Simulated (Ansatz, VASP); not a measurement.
Given: the input of a run of Ansatz 0.2.0 on In.

Contents of input.yaml:

```yaml
crystal:
  lattice:
    - [-1.62547, 1.62547, 2.4737]
    - [1.62547, -1.62547, 2.4737]
    - [1.62547, 1.62547, -2.4737]
  atoms:
    - { symbol: In, position: [0.0, 0.0, 0.0] }
hamiltonian:
  xc: pbesol
  pseudopotentials: { kind: paw }
kpoints:
  mp_grid: { grid: [11, 11, 11] }
scf:
  occupations: { method: fermi_dirac, width: 0.05 }
output:
  forces: true
  stress: true
  eigenvalues: true
relax:
  f_tol: 0.01
  max_steps: 40
  cell: { stress_tol: 0.05 }
```

Potentials or basis: Ansatz PAW.

Command:

```sh
$ ansatz run input.yaml --threads 2 --pin off --max-ram 5632MiB --backend cpu --events-out ev --progress --plain --runs-dir out
```

Question: Translate it to VASP 6.6.1. Potentials there: VASP PAW PBE potentials, release 64 (In_d).

Answer: As run (the cutoff follows the program's own potentials):

INCAR

```
PREC = Accurate ; ENCUT = 600
EDIFF = 1E-7 ; ISMEAR = -1
SIGMA = 0.05 ; LREAL = F
LASPH = T ; NELM = 60
ALGO = Fast ; ISIF = 3
LWAVE = F ; LCHARG = F
GGA = PS ; IBRION = 2
NSW = 60 ; EDIFFG = -0.01
```

File KPOINTS:

```
regular mesh
0
Gamma
  11 11 11
```

File POSCAR:

```
In
1.0
   -1.6254700000      1.6254700000      2.4737000000
    1.6254700000     -1.6254700000      2.4737000000
    1.6254700000      1.6254700000     -2.4737000000
In
1
Direct
    0.0000000000      0.0000000000      0.0000000000
```

Potentials or basis: VASP PAW PBE potentials, release 64 (In_d).

Command:

```sh
$ cat potpaw_PBE.64/In_d/POTCAR > POTCAR
$ mpirun -np 1 vasp_std > vasp.out
```

Both were run:

|  | VASP | Ansatz | Ansatz less VASP |
| --- | --- | --- | --- |
| gap on the k mesh at the Fermi level, each at its own relaxed structure (eV) | none | none | - |
| relaxed volume (Å³/atom) | 25.54 | 25.54 | -0.008 |
| relaxed cell length with the largest relative difference (Å) | 3.328 | 3.329 | +0.0004 |

VASP's potentials were made for PBE, not for PBEsol. A gap of «none» marks a metal or a gap that the smearing closes.

Noted on Ansatz's run: the plane-wave basis is chosen anew once the cell has moved, so the energies of steps on either side of that aren't comparable.
